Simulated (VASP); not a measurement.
# SiO2 (I-42d) in VASP: a series of runs

Runs on SiO2. Level: PBE. Tasks: electric field gradients.

Everything below comes from runs of VASP 6.6.1. Logs are shortened: lines on timing, memory, paths and dates and some standing lists are left out, and cuts for length are marked.

### 1 The cell of the first run

It takes space group I-42d (No. 122, tetragonal). Conventional cell: a = 4.684 Å, b = 4.684 Å, c = 7.387 Å, α = 90.00°, β = 90.00°, γ = 90.00°. Within 2.1 Å of Si (site symmetry -4) lie 4 O at 1.60 Å. Within 2.1 Å of O (site symmetry 2) lie 2 Si at 1.60 Å.

### 2 Electric field gradients, PBE (13.51 Å³/atom)

The input, INCAR:

```
SYSTEM = SiO2
  ALGO = Normal
  EDIFF = 1E-8
  ENCUT = 520
  GGA = PE
  ISIF = 2
  ISMEAR = -1
  LASPH = .True.
  LCHARG = .False.
  LEFG = .True.
  LREAL = .False.
  LWAVE = .False.
  NBANDS = 25
  NELM = 80
  PREC = Accurate
  SIGMA = 0.03
```

The input, KPOINTS:

```
k-points
0
Gamma
  7 7 7
  0 0 0
```

The input, POSCAR:

```
SiO2
1.0
   -2.3419643100      2.3419643100      3.6933992025
    2.3419643100     -2.3419643100      3.6933992025
    2.3419643100      2.3419643100     -3.6933992025
Si O
2 4
Direct
    0.0000000000      0.0000000000      0.0000000000
    0.7500000000      0.2500000000      0.5000000000
    0.9983800000      0.6250000000      0.8733800000
    0.3750000000      0.2483800000      0.3733800000
    0.7516200000      0.1250000000      0.1266200000
    0.8750000000      0.0016200000      0.6266200000
```

Potentials or basis: VASP PAW PBE potentials, release 64 (Si, O).

The run is started by

```bash
> cat potpaw_PBE.64/Si/POTCAR potpaw_PBE.64/O/POTCAR > POTCAR
> mpirun -np 1 vasp_std > vasp.out
```

OUTCAR:

```text
SYSTEM = SiO2
   EDIFF = 1E-8
   ENCUT = 520
   GGA = PE
   ISIF = 2
   ISMEAR = -1
   LASPH = .True.
   LREAL = .False.
   NELM = 80
   PREC = Accurate

 ion  position               nearest neighbor table
   1  0.000  0.000  0.000-   3 1.60   4 1.60   5 1.60   6 1.60   2 2.98   2 2.98   2 2.98   2 2.98

   2  0.750  0.250  0.500-   3 1.60   4 1.60   5 1.60   6 1.60   1 2.98   1 2.98   1 2.98   1 2.98

   3  0.998  0.625  0.873-   1 1.60   2 1.60
   4  0.375  0.248  0.373-   1 1.60   2 1.60
   5  0.752  0.125  0.127-   1 1.60   2 1.60
   6  0.875  0.002  0.627-   1 1.60   2 1.60

  LATTYP: Found a body centered tetragonal cell.
 ALAT       =     4.6839286200
 C/A-ratio  =     1.5770518734

  Lattice vectors:

 A1 = (  -2.3419643100,   2.3419643100,   3.6933992025)
 A2 = (   2.3419643100,  -2.3419643100,   3.6933992025)
 A3 = (   2.3419643100,   2.3419643100,  -3.6933992025)

Analysis of symmetry for initial positions (statically):
=====================================================================
 Subroutine PRICEL returns:
 Original cell was already a primitive cell.

 Routine SETGRP: Setting up the symmetry group for a
 body centered tetragonal supercell.

 Subroutine GETGRP returns: Found  8 space group operations
 (whereof  4 operations were pure point group operations)
 out of a pool of 16 trial point group operations.

The static configuration has the point symmetry S_4 .
 The point group associated with its full space group is D_2d.

Analysis of symmetry for dynamics (positions and initial velocities):
=====================================================================
 Subroutine PRICEL returns:
 Original cell was already a primitive cell.

 Routine SETGRP: Setting up the symmetry group for a
 body centered tetragonal supercell.

 Subroutine GETGRP returns: Found  8 space group operations
 (whereof  4 operations were pure point group operations)
 out of a pool of 16 trial point group operations.

The dynamic configuration has the point symmetry S_4 .
 The point group associated with its full space group is D_2d.

 Subroutine INISYM returns: Found  8 space group operations
[... 158 lines left out ...]
 Fermi energy:         0.8438284435

 k-point     1 :       0.0000    0.0000    0.0000
  band No.  band energies     occupation
      1     -19.1647      2.00000
      2     -16.9343      2.00000
      3     -16.9125      2.00000
      4     -16.9125      2.00000
      5      -8.7296      2.00000
      6      -5.2195      2.00000
[... 661 lines left out ...]
     24      13.4876      0.00000
     25      13.7865      0.00000

 [... further k-points ...]

------------------------ aborting loop because EDIFF is reached ----------------------------------------

  FORCE on cell =-STRESS in cart. coord.  units (eV):
  Direction    XX          YY          ZZ          XY          YZ          ZX
  --------------------------------------------------------------------------------------
  -------------------------------------------------------------------------------------
  Total        6.0853402      6.0853402      5.2547107      0.0000000      0.0000000      0.0000000
  in kB      120.3230019    120.3230019    103.8992958      0.0000000      0.0000000      0.0000000
  external PRESSURE =     114.8484332 kB  Pullay stress =       0.0000000 kB

 VOLUME and BASIS-vectors are now :
 -----------------------------------------------------------------------------
  energy-cutoff  :      520.00
  volume of cell :       81.03
      direct lattice vectors                 reciprocal lattice vectors
    -2.341964310  2.341964310  3.693399203     0.000000000  0.213495995  0.135376647
     2.341964310 -2.341964310  3.693399203     0.213495995  0.000000000  0.135376647
     2.341964310  2.341964310 -3.693399203     0.213495995  0.213495995  0.000000000

 POSITION                                       TOTAL-FORCE (eV/Angst)
 -----------------------------------------------------------------------------------
      0.00000      0.00000      0.00000        -0.000000     -0.000000      0.000000
      0.00000      2.34196      1.84670        -0.000000     -0.000000      0.000000
      1.17098      2.91987      2.77005        -0.000000      0.694598      0.000000
      0.57790      1.17098      0.92335         0.694598     -0.000000      0.000000
     -1.17098      1.76406      2.77005        -0.000000     -0.694598     -0.000000
     -0.57790      3.51295      0.92335        -0.694598     -0.000000     -0.000000
 -----------------------------------------------------------------------------------
    total drift:                                0.000000      0.000000      0.000000

  FREE ENERGIE OF THE ION-ELECTRON SYSTEM (eV)
  ---------------------------------------------------
  free  energy   TOTEN  =       -47.2294550510 eV

  energy  without entropy=      -47.2294550510  energy(sigma->0) =      -47.22945505

 Electric field gradients (V/A^2)
---------------------------------------------------------------------
 ion       V_xx      V_yy      V_zz      V_xy      V_xz      V_yz
---------------------------------------------------------------------
   1       2.851     2.851    -5.701    -0.000    -0.000    -0.000
   2       2.851     2.851    -5.701    -0.000    -0.000    -0.000
   3      25.976   -26.419     0.443     0.002    64.337     0.002
   4     -26.419    25.976     0.443     0.002     0.002    64.337
   5      25.976   -26.419     0.443     0.002   -64.332     0.002
   6     -26.419    25.976     0.443     0.002     0.002   -64.332
---------------------------------------------------------------------

 Electric field gradients after diagonalization (V/A^2)
 (convention: |V_zz| > |V_xx| > |V_yy|)
----------------------------------------------------------------------
 ion       V_xx      V_yy      V_zz     asymmetry (V_yy - V_xx)/ V_zz
----------------------------------------------------------------------
   1       2.851     2.850    -5.701       0.000
   2       2.851     2.850    -5.701       0.000
   3     -52.382   -26.419    78.801       0.329
   4     -52.382   -26.419    78.801       0.329
   5     -52.377   -26.419    78.796       0.329
   6     -52.377   -26.419    78.796       0.329
----------------------------------------------------------------------

           NMR quadrupolar parameters

 Cq : quadrupolar parameter    Cq=e*Q*V_zz/h
 eta: asymmetry parameters     (V_yy - V_xx)/ V_zz
 Q  : nuclear electric quadrupole moment in mb (millibarn)
----------------------------------------------------------------------
 ion       Cq(MHz)       eta       Q (mb)
----------------------------------------------------------------------
   1      -0.014       0.000       1.000
   2      -0.014       0.000       1.000
   3       0.191       0.329       1.000
   4       0.191       0.329       1.000
   5       0.191       0.329       1.000
   6       0.191       0.329       1.000
----------------------------------------------------------------------
```

OSZICAR:

```text
N       E                     dE             d eps       ncg     rms          rms(c)
DAV:   1     0.171333515490E+03    0.17133E+03   -0.16379E+04  2008   0.115E+03
DAV:   2    -0.427122516950E+02   -0.21405E+03   -0.20591E+03  2707   0.277E+02
DAV:   3    -0.536340596671E+02   -0.10922E+02   -0.10875E+02  2665   0.635E+01
DAV:   4    -0.537360478963E+02   -0.10199E+00   -0.10195E+00  2447   0.704E+00
DAV:   5    -0.537372359381E+02   -0.11880E-02   -0.11879E-02  2678   0.745E-01    0.215E+01
DAV:   6    -0.472320997778E+02    0.65051E+01   -0.19768E+01  2437   0.286E+01    0.108E+01
DAV:   7    -0.472305634204E+02    0.15364E-02   -0.76610E-01  2599   0.477E+00    0.371E+00
DAV:   8    -0.472221080764E+02    0.84553E-02   -0.41739E-02  2587   0.168E+00    0.143E+00
DAV:   9    -0.472282411523E+02   -0.61331E-02   -0.22267E-02  2510   0.109E+00    0.258E-01
DAV:  10    -0.472294105365E+02   -0.11694E-02   -0.17211E-03  2340   0.261E-01    0.775E-02
DAV:  11    -0.472294459921E+02   -0.35456E-04   -0.28430E-04  2512   0.125E-01    0.133E-02
DAV:  12    -0.472294532054E+02   -0.72133E-05   -0.12701E-05  2350   0.240E-02    0.805E-03
DAV:  13    -0.472294548361E+02   -0.16307E-05   -0.25729E-06  2472   0.110E-02    0.447E-03
DAV:  14    -0.472294550290E+02   -0.19289E-06   -0.19257E-07  2440   0.307E-03    0.140E-03
DAV:  15    -0.472294550608E+02   -0.31857E-07   -0.16372E-08  2168   0.902E-04    0.379E-04
DAV:  16    -0.472294550510E+02    0.98271E-08   -0.12990E-09  1816   0.266E-04
   1 F= -.47229455E+02 E0= -.47229455E+02  d E =-.725337E-11
```

It took 69 s on 1 thread of AMD EPYC 9R45 (Zen 5), shared host; peak memory 0.22 GiB.

What came out:

```yaml
Free_energy: -47.2295 eV
Pressure: 11.5 GPa
Largest_force: 0.695 eV/Å
Band_gap_on_the_k_mesh: 6.31 eV
Largest_electric_field_gradient_by_atom: Si -5.7; O +78.8 V/Å²
```

Forces in eV/Å, atoms in the order of the input:
```
Si   0.000  0.000  0.000
Si   0.000  0.000  0.000
O    0.000  0.695  0.000
O    0.695  0.000  0.000
O    0.000 -0.695  0.000
O   -0.695  0.000  0.000
```

Electric field gradients, principal values (V/Å²):
```
atom    least   middle  greatest (by size)
1 Si    2.850    2.851              -5.701
2 Si    2.850    2.851              -5.701
 3 O  -26.419  -52.382              78.801
 4 O  -26.419  -52.382              78.801
 5 O  -26.419  -52.377              78.796
 6 O  -26.419  -52.377              78.796
```

Caveat: the cell stands under pressure; without QUAD_EFG the Cq values of the log hold for a quadrupole moment of 1 mb, not for the nuclei; an odd mesh through Γ misses points on the zone boundary, where band edges can lie.

### 3 Electric field gradients, PBE (13.93 Å³/atom)

This run uses another cell than the first one, of 13.93 Å³/atom.

The input, INCAR:

```
ALGO     = Normal         # electronic algorithm
EDIFF    = 1E-8           # SCF threshold, eV
ENCUT    = 520            # plane-wave cutoff, eV
GGA      = PE             # functional
ISIF     = 2              # what is computed and relaxed
ISMEAR   = -1             # smearing method
LASPH    = T              # aspherical terms in the spheres
LCHARG   = F              # write CHGCAR
LEFG     = T            
LREAL    = F              # projectors in reciprocal space
LWAVE    = F              # write WAVECAR
NBANDS   = 25             # bands
NELM     = 60             # most SCF steps
PREC     = Accurate       # precision mode
SIGMA    = 0.03           # smearing width, eV
```

The input, KPOINTS:

```
k-points
0
Gamma
  7 7 7
```

Changes to POSCAR since step 2:

```diff
@@ -2,5 +2,5 @@
 1.0
-   -2.3419643100      2.3419643100      3.6933992025
-    2.3419643100     -2.3419643100      3.6933992025
-    2.3419643100      2.3419643100     -3.6933992025
+   -2.3661099741      2.3661099741      3.7314781673
+    2.3661099741     -2.3661099741      3.7314781673
+    2.3661099741      2.3661099741     -3.7314781673
 Si O
```

Potentials or basis: VASP PAW PBE potentials, release 64 (Si, O).

The run is started by

```bash
> cat potpaw_PBE.64/Si/POTCAR potpaw_PBE.64/O/POTCAR > POTCAR
> mpirun -np 1 vasp_std > vasp.out
```

OUTCAR:

```text
EDIFF = 1E-8
   ENCUT = 520
   GGA = PE
   ISIF = 2
   ISMEAR = -1
   LASPH = T
   LREAL = F
   NELM = 60
   PREC = Accurate

 ion  position               nearest neighbor table
   1  0.000  0.000  0.000-   3 1.62   5 1.62   4 1.62   6 1.62   2 3.01   2 3.01   2 3.01   2 3.01

   2  0.750  0.250  0.500-   4 1.62   6 1.62   5 1.62   3 1.62   1 3.01   1 3.01   1 3.01   1 3.01

   3  0.998  0.625  0.873-   1 1.62   2 1.62
   4  0.375  0.248  0.373-   2 1.62   1 1.62
   5  0.752  0.125  0.127-   1 1.62   2 1.62
   6  0.875  0.002  0.627-   2 1.62   1 1.62

  LATTYP: Found a body centered tetragonal cell.
 ALAT       =     4.7322199482
 C/A-ratio  =     1.5770518734

  Lattice vectors:

 A1 = (  -2.3661099741,   2.3661099741,   3.7314781673)
 A2 = (   2.3661099741,  -2.3661099741,   3.7314781673)
 A3 = (   2.3661099741,   2.3661099741,  -3.7314781673)

Analysis of symmetry for initial positions (statically):
=====================================================================
[... 890 lines left out ...]
 -----------------------------------------------------------------------------------
    total drift:                                0.000002      0.000002      0.000002

  FREE ENERGIE OF THE ION-ELECTRON SYSTEM (eV)
  ---------------------------------------------------
  free  energy   TOTEN  =       -47.3657161754 eV

  energy  without entropy=      -47.3657161754  energy(sigma->0) =      -47.36571618

 Electric field gradients (V/A^2)
---------------------------------------------------------------------
 ion       V_xx      V_yy      V_zz      V_xy      V_xz      V_yz
---------------------------------------------------------------------
   1       2.926     2.926    -5.852    -0.000    -0.000    -0.000
   2       2.926     2.926    -5.852    -0.000    -0.000    -0.000
   3      27.508   -27.795     0.287     0.003    68.601     0.002
   4     -27.795    27.508     0.287     0.003     0.002    68.601
   5      27.508   -27.795     0.287     0.003   -68.595     0.002
   6     -27.795    27.508     0.287     0.003     0.002   -68.595
---------------------------------------------------------------------

 Electric field gradients after diagonalization (V/A^2)
 (convention: |V_zz| > |V_xx| > |V_yy|)
----------------------------------------------------------------------
 ion       V_xx      V_yy      V_zz     asymmetry (V_yy - V_xx)/ V_zz
----------------------------------------------------------------------
   1       2.926     2.925    -5.852       0.000
   2       2.926     2.925    -5.852       0.000
   3     -56.040   -27.795    83.835       0.337
   4     -56.040   -27.795    83.835       0.337
   5     -56.035   -27.795    83.830       0.337
   6     -56.035   -27.795    83.830       0.337
----------------------------------------------------------------------

           NMR quadrupolar parameters

 Cq : quadrupolar parameter    Cq=e*Q*V_zz/h
 eta: asymmetry parameters     (V_yy - V_xx)/ V_zz
 Q  : nuclear electric quadrupole moment in mb (millibarn)
----------------------------------------------------------------------
 ion       Cq(MHz)       eta       Q (mb)
----------------------------------------------------------------------
   1      -0.014       0.000       1.000
   2      -0.014       0.000       1.000
   3       0.203       0.337       1.000
   4       0.203       0.337       1.000
   5       0.203       0.337       1.000
   6       0.203       0.337       1.000
----------------------------------------------------------------------
```

stdout:

```text
POSCAR found type information on POSCAR SiO
 POSCAR found :  2 types and       6 ions
 scaLAPACK will be used
 LDA part: xc-table for (Slater+PW92), standard interpolation
 POSCAR, INCAR and KPOINTS ok, starting setup
 FFT: planning ... GRIDC
 FFT: planning ... GRID_SOFT
 FFT: planning ... GRID
 WAVECAR not read
 entering main loop
ion   1

ion   2

ion   3

ion   4

ion   5

ion   6
```

Run time: 68 s. Hardware: 1 thread of AMD EPYC 9R45 (Zen 5), shared host; peak memory 0.22 GiB.

What came out:

```yaml
Free_energy: -47.3657 eV
Pressure: 5.5 GPa
Largest_force: 0.265 eV/Å
Band_gap_on_the_k_mesh: 6.11 eV
Largest_electric_field_gradient_by_atom: Si -5.9; O +83.8 V/Å²
```

Forces in eV/Å, atoms in the order of the input:
```
Si   0.000  0.000  0.000
Si   0.000  0.000  0.000
O    0.000  0.265  0.000
O    0.265  0.000  0.000
O    0.000 -0.265  0.000
O   -0.265  0.000  0.000
```

Electric field gradients, principal values (V/Å²):
```tsv
atom	least	middle	greatest (by size)
1 Si	2.925	2.926	-5.852
2 Si	2.925	2.926	-5.852
3 O	-27.795	-56.040	83.835
4 O	-27.795	-56.040	83.835
5 O	-27.795	-56.035	83.830
6 O	-27.795	-56.035	83.830
```

Caveat: the cell stands under pressure; without QUAD_EFG the Cq values of the log hold for a quadrupole moment of 1 mb, not for the nuclei; an odd mesh through Γ misses points on the zone boundary, where band edges can lie.
